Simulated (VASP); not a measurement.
Wanted: the native input for a VASP 6.6.1 run.

```yaml
Task: single point
Functional: PBE
Potentials_or_basis: VASP PAW PBE potentials, release 64 (Al, N)
Cutoff: 520 eV
k_mesh: 10 × 10 × 10
Occupations: gaussian, width 0.05 eV
Spin: no spin polarisation
Dipole_correction: no
Further_INCAR_settings: ALGO = Normal; EDIFF = 1e-06; NBANDS = 11
```

The structure of AlN lies in POSCAR:

```
AlN
1.0
    0.0000000000      1.9791160221      1.9791160221
    1.9791160221      0.0000000000      1.9791160221
    1.9791160221      1.9791160221      0.0000000000
Al N
1 1
Direct
    0.5000000000      0.5000000000      0.5000000000
    0.0000000000      0.0000000000      0.0000000000
```

These files were run (other wordings do the same):

INCAR

```
SYSTEM = AlN
ALGO = Normal
EDIFF = 1E-6
ENCUT = 520
GGA = PE
ISIF = 2
ISMEAR = 0
LASPH = .True.
LCHARG = .False.
LREAL = .False.
LWAVE = .False.
NBANDS = 11
NELM = 60
PREC = Accurate
SIGMA = 0.05
```

KPOINTS

```
k-points
0
Gamma
  10 10 10
  0 0 0
```

Potentials or basis: VASP PAW PBE potentials, release 64 (Al, N).

Run with:

```console
$ cat potpaw_PBE.64/Al/POTCAR potpaw_PBE.64/N/POTCAR > POTCAR
$ mpirun -np 1 vasp_std > vasp.out
```

It gave:

```yaml
Pressure: 24.6 GPa
Band_gap_on_the_k_mesh: 5.19 eV, indirect (least direct gap 6.63 eV)
```

It took 5.3 s on 1 thread of AMD EPYC 9R45 96-Core Processor (Zen 5), with other jobs on the host, peak memory 0.1 GiB.
